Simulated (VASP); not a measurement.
# CdF2 (I4/mmm) in VASP: a series of runs

CdF2 is run at these levels: PBEsol; tasks: single point.

Everything below comes from runs of VASP 6.6.1. Logs are shortened: lines on timing, memory, paths and dates and some standing lists are left out, and cuts for length are marked.

### 1 The cell of the first run

The structure is tetragonal, space group I4/mmm (No. 139). Conventional cell: a = 3.605 Å, b = 3.605 Å, c = 5.524 Å, α = 90.00°, β = 90.00°, γ = 90.00°. Cd (site symmetry 4/mmm) has 8 F at 2.27 Å within 3.0 Å. F (site symmetry -4m2) has 4 Cd at 2.27 Å and 6 F at 2.55 to 2.76 Å within 3.0 Å.

### 2 Single point, PBEsol (11.97 Å³/atom)

Input file INCAR:

```
PREC     = Accurate       # precision mode
ENCUT    = 520            # plane-wave cutoff, eV
EDIFF    = 1E-7           # SCF threshold, eV
ISMEAR   = 0              # smearing method
SIGMA    = 0.05           # smearing width, eV
LREAL    = F              # projectors in reciprocal space
LASPH    = T              # aspherical terms in the spheres
NELM     = 100            # most SCF steps
ALGO     = Normal         # electronic algorithm
ISIF     = 2              # what is computed and relaxed
LWAVE    = F              # write WAVECAR
LCHARG   = T              # write CHGCAR
GGA      = PS             # functional
LELF     = T              # ELF
LVHAR    = T            
NBANDS   = 20             # bands
```

Input file KPOINTS:

```
Automatic mesh
0
Gamma
  8 8 8
```

Input file POSCAR:

```
CdF2
1.0
    0.0000000000      2.5491992418      2.7620573785
    2.5491992418      0.0000000000      2.7620573785
    2.5491992418      2.5491992418      0.0000000000
Cd F
1 2
Direct
    0.0000000000      0.0000000000      0.0000000000
    0.2500000000      0.2500000000      0.2500000000
    0.7500000000      0.7500000000      0.7500000000
```

Potentials or basis: VASP PAW PBE potentials, release 64 (Cd, F).

Launch:

```sh
cat potpaw_PBE.64/Cd/POTCAR potpaw_PBE.64/F/POTCAR > POTCAR
mpirun -np 1 vasp_std > vasp.out
```

OUTCAR:

```text
PREC = Accurate
   ENCUT = 520
   EDIFF = 1E-7
   ISMEAR = 0
   LREAL = F
   LASPH = T
   NELM = 100
   ISIF = 2
   GGA = PS

 ion  position               nearest neighbor table
   1  0.000  0.000  0.000-   3 2.27   2 2.27   3 2.27   2 2.27   3 2.27   3 2.27   2 2.27   2 2.27

   2  0.250  0.250  0.250-   1 2.27   1 2.27   1 2.27   1 2.27
   3  0.750  0.750  0.750-   1 2.27   1 2.27   1 2.27   1 2.27

  LATTYP: Found a body centered tetragonal cell.
 ALAT       =     3.6051121409
 C/A-ratio  =     1.5323003948

  Lattice vectors:

 A1 = (  -2.5491992418,   0.0000000000,   2.7620573785)
 A2 = (   2.5491992418,   0.0000000000,   2.7620573785)
 A3 = (   0.0000000000,   2.5491992418,  -2.7620573785)

Analysis of symmetry for initial positions (statically):
=====================================================================
 Subroutine PRICEL returns:
 Original cell was already a primitive cell.

 Routine SETGRP: Setting up the symmetry group for a
 body centered tetragonal supercell.

 Subroutine GETGRP returns: Found 16 space group operations
 (whereof 16 operations were pure point group operations)
 out of a pool of 16 trial point group operations.

The static configuration has the point symmetry D_4h.

Analysis of symmetry for dynamics (positions and initial velocities):
=====================================================================
 Subroutine PRICEL returns:
 Original cell was already a primitive cell.

 Routine SETGRP: Setting up the symmetry group for a
 body centered tetragonal supercell.

 Subroutine GETGRP returns: Found 16 space group operations
 (whereof 16 operations were pure point group operations)
 out of a pool of 16 trial point group operations.

The dynamic configuration has the point symmetry D_4h.

 Subroutine INISYM returns: Found 16 space group operations
 (whereof 16 operations are pure point group operations),
 and found     1 'primitive' translations

----------------------------------------------------------------------------------------

                                     Primitive cell

  volume of cell :      35.8980

  direct lattice vectors                    reciprocal lattice vectors
     0.000000000  2.549199242  2.762057379    -0.196140024  0.196140024  0.181024480
     2.549199242  0.000000000  2.762057379     0.196140024 -0.196140024  0.181024480
     2.549199242  2.549199242  0.000000000     0.196140024  0.196140024 -0.181024480

  length of vectors
     3.758640411  3.758640411  3.605112141     0.331227535  0.331227535  0.331227535

  position of ions in fractional coordinates (direct lattice)
[... 81 lines left out ...]
   EDIFF  = 0.1E-06   stopping-criterion for ELM
   LREAL  =      F    real-space projection
   EDIFFG = 0.1E-05   stopping-criterion for IOM
   NSW    =      0    number of steps for IOM
   IBRION =     -1    ionic relax: 0-MD 1-quasi-New 2-CG
   NFREE  =      0    steps in history (QN), initial steepest desc. (CG)
   ISIF   =      2    stress and relaxation
   ISYM   =      2    0-nonsym 1-usesym 2-fastsym
   POTIM  = 0.5000    time-step for ionic-motion
   TEBEG  =    0.0;   TEEND  =   0.0 temperature during run
   PSTRESS=    0.0 pullay stress
   NELECT =      26.0000    total number of electrons
   NUPDOWN=      -1.0000    fix difference up-down
   EMIN   =  10.00;   EMAX   =-10.00  energy-range for DOS
   EFERMI =   0.00;   METHOD = LEGACY
   ISMEAR =     0;   SIGMA  =   0.05  broadening in eV -4-tet -1-fermi 0-gaus
   EFERMI_NEDOS =   21; number of points for ismear=-14 and -15
   IALGO  =     38    algorithm
   IMIX   =      4    mixing-type and parameters
     AMIX     =   0.40;   BMIX     =  1.00
     AMIX_MAG =   1.60;   BMIX_MAG =  1.00
  volume/ion in A,a.u.               =      11.97        80.75
  Fermi-wavevector in a.u.,A,eV,Ry     =   1.470198  2.778272 29.408755  2.161483
  Thomas-Fermi vector in A             =   2.585484
   LORBIT       =      0    0 simple, 1 ext, 2 COOP (PROOUT), +10 PAW based schemes
   GGA     = PS    functional components
   LHFCALC =     F    Hartree Fock is set to
   AEXX    =    0.0000 exact exchange contribution
   IVDW    =     0    specifies the selected vdW correction
   LEPSILON=     F    determine dielectric tensor
   LRPA    =     F    only Hartree local field effects (RPA)
 non-spin polarized calculation
 Gauss-broadening in eV      SIGMA  =   0.05
  energy-cutoff  :      520.00
  volume of cell :       35.90
 maximum number of plane-waves:      1006
   NGX = 13   NGY = 13   NGZ = 13

 number of electron      26.0000009 magnetization

 Free energy of the ion-electron system (eV)
  ---------------------------------------------------
  ext. energy  EPLUGINS =         0.00000000
  ---------------------------------------------------
  free energy    TOTEN  =       -11.41207946 eV

  energy without entropy =      -11.41207946  energy(sigma->0) =      -11.41207946

 E-fermi :  -0.3541     XC(G=0): -11.1996

 val. band max:       -0.6644578292   @ k =  -0.2500   0.2500   0.5000
 cond. band min:       2.3841867382   @ k =   0.0000   0.0000   0.0000
 fundamental gap:      3.0486445674
 Fermi energy:        -0.3540526595

 k-point     1 :       0.0000    0.0000    0.0000
  band No.  band energies     occupation
      1     -21.9796      2.00000
      2     -20.5381      2.00000
      3      -6.7332      2.00000
      4      -6.6953      2.00000
      5      -6.6953      2.00000
      6      -5.1125      2.00000
[... 541 lines left out ...]
     19      18.5754      0.00000
     20      20.9123      0.00000

 [... further k-points ...]

------------------------ aborting loop because EDIFF is reached ----------------------------------------

  FORCE on cell =-STRESS in cart. coord.  units (eV):
  Direction    XX          YY          ZZ          XY          YZ          ZX
  --------------------------------------------------------------------------------------
  -------------------------------------------------------------------------------------
  Total        3.4021351      3.4021351      1.3734073      0.0000000      0.0000000      0.0000000
  in kB      151.8419885    151.8419885     61.2970651      0.0000000      0.0000000      0.0000000
  external PRESSURE =     121.6603474 kB  Pullay stress =       0.0000000 kB

 VOLUME and BASIS-vectors are now :
 -----------------------------------------------------------------------------
  energy-cutoff  :      520.00
  volume of cell :       35.90
      direct lattice vectors                 reciprocal lattice vectors
     0.000000000  2.549199242  2.762057379    -0.196140024  0.196140024  0.181024480
     2.549199242  0.000000000  2.762057379     0.196140024 -0.196140024  0.181024480
     2.549199242  2.549199242  0.000000000     0.196140024  0.196140024 -0.181024480

 POSITION                                       TOTAL-FORCE (eV/Angst)
 -----------------------------------------------------------------------------------
      0.00000      0.00000      0.00000         0.000000     -0.000000      0.000000
      1.27460      1.27460      1.38103        -0.000000     -0.000000     -0.000000
      3.82380      3.82380      4.14309         0.000000      0.000000      0.000000
 -----------------------------------------------------------------------------------
    total drift:                                0.000000      0.000000      0.000000

  FREE ENERGIE OF THE ION-ELECTRON SYSTEM (eV)
  ---------------------------------------------------
  free  energy   TOTEN  =       -11.4120794575 eV

  energy  without entropy=      -11.4120794575  energy(sigma->0) =      -11.41207946
```

Wall time 68 s (1 thread of Intel Xeon 8259CL, shared host); peak memory 0.18 GiB.

Results:

| Item | Value |
| --- | --- |
| Free energy | -11.4121 eV |
| Pressure | 12.2 GPa |
| Band gap on the k mesh | 3.05 eV (least direct gap 3.36 eV) |

Caveat: the cell stands under pressure; the PAW data sets were made with another functional, which shifts forces and pressure a little.

### 3 Single point, PBEsol (11.97 Å³/atom)

Input file INCAR:

```
ALGO = Normal
EDIFF = 1E-6
ENCUT = 520
GGA = PS
ISIF = 2
ISMEAR = 0
LASPH = T
LCHARG = T
LELF = T
LREAL = F
LVHAR = T
LWAVE = F
NBANDS = 20
NELM = 60
PREC = Accurate
SIGMA = 0.05
```

Input file KPOINTS:

```
k-points
0
Gamma
  8 8 8
```

Input file POSCAR:

```
CdF2
1.0
    0.0000000000      2.6534902058      2.5492080407
    2.6534902058      0.0000000000      2.5492080407
    2.6534902058      2.6534902058      0.0000000000
Cd F
1 2
Direct
    0.0000000000      0.0000000000      0.0000000000
    0.2500000000      0.2500000000      0.2500000000
    0.7500000000      0.7500000000      0.7500000000
```

Potentials or basis: VASP PAW PBE potentials, release 64 (Cd, F).

Launch:

```sh
cat potpaw_PBE.64/Cd/POTCAR potpaw_PBE.64/F/POTCAR > POTCAR
mpirun -np 1 vasp_std > vasp.out
```

Run time: 65 s. Hardware: 1 thread of Intel Xeon 8259CL, shared host; peak memory 0.18 GiB.

Results (log left out):

```
Free energy            : -11.4524 eV
Pressure               : 12.3 GPa
Band gap on the k mesh : 3.15 eV (least direct gap 3.51 eV)
```

Stress tensor (GPa, compression positive):
```
10.75  0.00  0.00
 0.00 10.75  0.00
 0.00  0.00 15.44
```

Levels at points of the mesh, in eV from the valence-band top:
| k point | band 10 | band 11 | band 12 | band 13 | band 14 | band 15 | band 16 | band 17 |
| --- | --- | --- | --- | --- | --- | --- | --- | --- |
| (0.00, 0.00, 0.00) | -1.00 | -0.49 | -0.36 | -0.36 | 3.15 | 12.79 | 12.87 | 12.87 |
| (0.50, 0.00, 0.00) | -2.31 | -2.20 | -0.36 | -0.35 | 7.66 | 9.16 | 14.86 | 15.21 |
| (0.50, 0.50, 0.00) | -3.14 | -0.54 | -0.16 | -0.16 | 8.43 | 9.83 | 11.86 | 14.70 |
| (0.50, 0.00, 0.50) | -3.26 | -0.80 | -0.17 | -0.04 | 8.56 | 9.91 | 11.79 | 14.66 |

Caveat: the cell stands under pressure; the PAW data sets were made with another functional, which shifts forces and pressure a little.

### 4 Single point, PBEsol (11.97 Å³/atom)

Input file INCAR:

```
SYSTEM = CdF2
  ALGO = Normal
  EDIFF = 1E-7
  ENCUT = 520
  GGA = PS
  ISIF = 2
  ISMEAR = 0
  LASPH = .True.
  LCHARG = .False.
  LREAL = .False.
  LWAVE = .False.
  NBANDS = 20
  NELM = 100
  PREC = Accurate
  SIGMA = 0.05
```

Input file KPOINTS:

```
k-points
0
Gamma
  8 8 8
  0 0 0
```

Input file POSCAR:

```
CdF2
1.0
    0.0000000000      2.6713119231      2.5153073068
    2.6713119231      0.0000000000      2.5153073068
    2.6713119231      2.6713119231      0.0000000000
Cd F
1 2
Direct
    0.0000000000      0.0000000000      0.0000000000
    0.2500000000      0.2500000000      0.2500000000
    0.7500000000      0.7500000000      0.7500000000
```

Launch:

```sh
cat potpaw_PBE.64/Cd/POTCAR potpaw_PBE.64/F/POTCAR > POTCAR
mpirun -np 1 vasp_std > vasp.out
```

Wall time 65 s (1 thread of Intel Xeon 8259CL, shared host); peak memory 0.18 GiB.

The run converged. Its results:

```yaml
Free_energy: -11.4347 eV
Pressure: 12.3 GPa
Band_gap_on_the_k_mesh: 3.09 eV (least direct gap 3.47 eV)
```

Stress tensor (GPa, compression positive):
```
 9.89  0.00  0.00
 0.00  9.89  0.00
 0.00  0.00 17.04
```

Levels at points of the mesh, in eV from the valence-band top:
```csv
k point,band 10,band 11,band 12,band 13,band 14,band 15,band 16,band 17
"(0.00, 0.00, 0.00)",-0.89,-0.59,-0.38,-0.38,3.09,12.74,12.86,12.86
"(0.50, 0.00, 0.00)",-2.37,-2.20,-0.41,-0.38,7.61,9.09,14.73,15.26
"(0.50, 0.50, 0.00)",-3.14,-0.47,-0.21,-0.21,8.31,9.77,11.88,14.58
"(0.50, 0.00, 0.50)",-3.31,-0.86,-0.22,-0.02,8.53,9.87,11.75,14.54
```

Caveat: the cell stands under pressure; the PAW data sets were made with another functional, which shifts forces and pressure a little. As with any semilocal functional, this PBEsol gap is likely too small.

### 5 Single point, PBEsol (12.49 Å³/atom)

This run uses another cell than the first one, of 12.49 Å³/atom.

Input file INCAR:

```
SYSTEM = CdF2
  PREC = Accurate
  ENCUT = 520
  EDIFF = 1E-6
  ISMEAR = 0
  SIGMA = 0.05
  LREAL = .FALSE.
  LASPH = .TRUE.
  NELM = 100
  ALGO = Normal
  ISIF = 2
  LWAVE = .FALSE.
  LCHARG = .FALSE.
  GGA = PS
  NBANDS = 20
```

Input file KPOINTS:

```
regular mesh
0
G
  8 8 8
  0 0 0
```

Input file POSCAR:

```
CdF2
1.0
    0.0000000000      2.5856032878      2.8015011623
    2.5856032878      0.0000000000      2.8015011623
    2.5856032878      2.5856032878      0.0000000000
Cd F
1 2
Direct
    0.0000000000      0.0000000000      0.0000000000
    0.2500000000      0.2500000000      0.2500000000
    0.7500000000      0.7500000000      0.7500000000
```

Potentials or basis: VASP PAW PBE potentials, release 64 (Cd, F).

Launch:

```sh
cat potpaw_PBE.64/Cd/POTCAR potpaw_PBE.64/F/POTCAR > POTCAR
mpirun -np 1 vasp_std > vasp.out
```

OUTCAR:

```text
SYSTEM = CdF2
   PREC = Accurate
   ENCUT = 520
   EDIFF = 1E-6
   ISMEAR = 0
   LREAL = .FALSE.
   LASPH = .TRUE.
   NELM = 100
   ISIF = 2
   GGA = PS

 ion  position               nearest neighbor table
   1  0.000  0.000  0.000-   2 2.30   3 2.30   3 2.30   3 2.30   3 2.30   2 2.30   2 2.30   2 2.30

   2  0.250  0.250  0.250-   1 2.30   1 2.30   1 2.30   1 2.30
   3  0.750  0.750  0.750-   1 2.30   1 2.30   1 2.30   1 2.30

  LATTYP: Found a body centered tetragonal cell.
 ALAT       =     3.6565952365
 C/A-ratio  =     1.5323003948

  Lattice vectors:

 A1 = (  -2.5856032878,   0.0000000000,   2.8015011623)
 A2 = (   2.5856032878,   0.0000000000,   2.8015011623)
 A3 = (   0.0000000000,   2.5856032878,  -2.8015011623)

Analysis of symmetry for initial positions (statically):
=====================================================================
 Subroutine PRICEL returns:
 Original cell was already a primitive cell.

 Routine SETGRP: Setting up the symmetry group for a
 body centered tetragonal supercell.

 Subroutine GETGRP returns: Found 16 space group operations
 (whereof 16 operations were pure point group operations)
 out of a pool of 16 trial point group operations.

The static configuration has the point symmetry D_4h.

Analysis of symmetry for dynamics (positions and initial velocities):
=====================================================================
 Subroutine PRICEL returns:
 Original cell was already a primitive cell.

 Routine SETGRP: Setting up the symmetry group for a
 body centered tetragonal supercell.

 Subroutine GETGRP returns: Found 16 space group operations
 (whereof 16 operations were pure point group operations)
 out of a pool of 16 trial point group operations.

The dynamic configuration has the point symmetry D_4h.

 Subroutine INISYM returns: Found 16 space group operations
 (whereof 16 operations are pure point group operations),
 and found     1 'primitive' translations
[... 113 lines left out ...]
   EFERMI_NEDOS =   21; number of points for ismear=-14 and -15
   IALGO  =     38    algorithm
   IMIX   =      4    mixing-type and parameters
     AMIX     =   0.40;   BMIX     =  1.00
     AMIX_MAG =   1.60;   BMIX_MAG =  1.00
  volume/ion in A,a.u.               =      12.49        84.26
  Fermi-wavevector in a.u.,A,eV,Ry     =   1.449498  2.739155 28.586463  2.101046
  Thomas-Fermi vector in A             =   2.567218
   LORBIT       =      0    0 simple, 1 ext, 2 COOP (PROOUT), +10 PAW based schemes
   GGA     = PS    functional components
   LHFCALC =     F    Hartree Fock is set to
   AEXX    =    0.0000 exact exchange contribution
   IVDW    =     0    specifies the selected vdW correction
   LEPSILON=     F    determine dielectric tensor
   LRPA    =     F    only Hartree local field effects (RPA)
 non-spin polarized calculation
 Gauss-broadening in eV      SIGMA  =   0.05
  energy-cutoff  :      520.00
  volume of cell :       37.46
 maximum number of plane-waves:      1032
   NGX = 15   NGY = 15   NGZ = 13

 number of electron      26.0000017 magnetization

 Free energy of the ion-electron system (eV)
  ---------------------------------------------------
  ext. energy  EPLUGINS =         0.00000000
  ---------------------------------------------------
  free energy    TOTEN  =       -11.50180080 eV

  energy without entropy =      -11.50180080  energy(sigma->0) =      -11.50180080

 E-fermi :  -0.7778     XC(G=0): -10.9560

 val. band max:       -1.0138393709   @ k =  -0.2500   0.2500   0.5000
 cond. band min:       1.8817747660   @ k =   0.0000   0.0000   0.0000
 fundamental gap:      2.8956141369
 Fermi energy:        -0.7778352554

 k-point     1 :       0.0000    0.0000    0.0000
  band No.  band energies     occupation
      1     -22.0606      2.00000
      2     -20.7629      2.00000
      3      -6.9080      2.00000
      4      -6.8626      2.00000
      5      -6.8626      2.00000
      6      -5.4887      2.00000
[... 541 lines left out ...]
     19      17.9003      0.00000
     20      20.1541      0.00000

 [... further k-points ...]

------------------------ aborting loop because EDIFF is reached ----------------------------------------

  FORCE on cell =-STRESS in cart. coord.  units (eV):
  Direction    XX          YY          ZZ          XY          YZ          ZX
  --------------------------------------------------------------------------------------
  -------------------------------------------------------------------------------------
  Total        2.0405748      2.0405748     -0.0489736      0.0000000      0.0000000     -0.0000000
  in kB       87.2807611     87.2807611     -2.0947288      0.0000000      0.0000000     -0.0000000
  external PRESSURE =      57.4889311 kB  Pullay stress =       0.0000000 kB

 VOLUME and BASIS-vectors are now :
 -----------------------------------------------------------------------------
  energy-cutoff  :      520.00
  volume of cell :       37.46
      direct lattice vectors                 reciprocal lattice vectors
     0.000000000  2.585603288  2.801501162    -0.193378467  0.193378467  0.178475742
     2.585603288  0.000000000  2.801501162     0.193378467 -0.193378467  0.178475742
     2.585603288  2.585603288  0.000000000     0.193378467  0.193378467 -0.178475742

 POSITION                                       TOTAL-FORCE (eV/Angst)
 -----------------------------------------------------------------------------------
      0.00000      0.00000      0.00000        -0.000000      0.000000      0.000000
      1.29280      1.29280      1.40075         0.000000      0.000000     -0.000000
      3.87840      3.87840      4.20225        -0.000000     -0.000000      0.000000
 -----------------------------------------------------------------------------------
    total drift:                                0.000000      0.000000      0.000000

  FREE ENERGIE OF THE ION-ELECTRON SYSTEM (eV)
  ---------------------------------------------------
  free  energy   TOTEN  =       -11.5018007991 eV

  energy  without entropy=      -11.5018007991  energy(sigma->0) =      -11.50180080
```

It took 63 s on 1 thread of Intel Xeon 8259CL, shared host; peak memory 0.18 GiB.

Results:

```yaml
Free_energy: -11.5018 eV
Pressure: 5.7 GPa
Band_gap_on_the_k_mesh: 2.90 eV (least direct gap 3.28 eV)
```

Caveat: the cell stands under pressure; the PAW data sets were made with another functional, which shifts forces and pressure a little. A k mesh can miss the band edges.

### 6 Overview

| cell | gap on the mesh (eV) | pressure (GPa) |
| --- | --- | --- |
| a = 3.759, b = 3.759, c = 3.605 Å, angles 61.3, 61.3, 57.3°, 3 atoms | 3.05 | 12.2 |
| a = 3.680, b = 3.680, c = 3.753 Å, angles 59.3, 59.3, 61.3°, 3 atoms | 3.15 | 12.3 |
| a = 3.669, b = 3.669, c = 3.778 Å, angles 59.0, 59.0, 62.0°, 3 atoms | 3.09 | 12.3 |
| a = 3.812, b = 3.812, c = 3.657 Å, angles 61.3, 61.3, 57.3°, 3 atoms | 2.90 | 5.7 |

Alike in all rows: task single point; level PBEsol; potentials or basis VASP PAW PBE potentials, release 64 (Cd, F); no spin polarisation; k mesh 8 × 8 × 8; cutoff (eV) 520; smearing gaussian 0.05 eV.

Caveats: the cell stands under pressure; the PAW data sets were made with another functional, which shifts forces and pressure a little.

Total energies depend on the potentials used, so only differences within one code and one set of settings carry meaning.
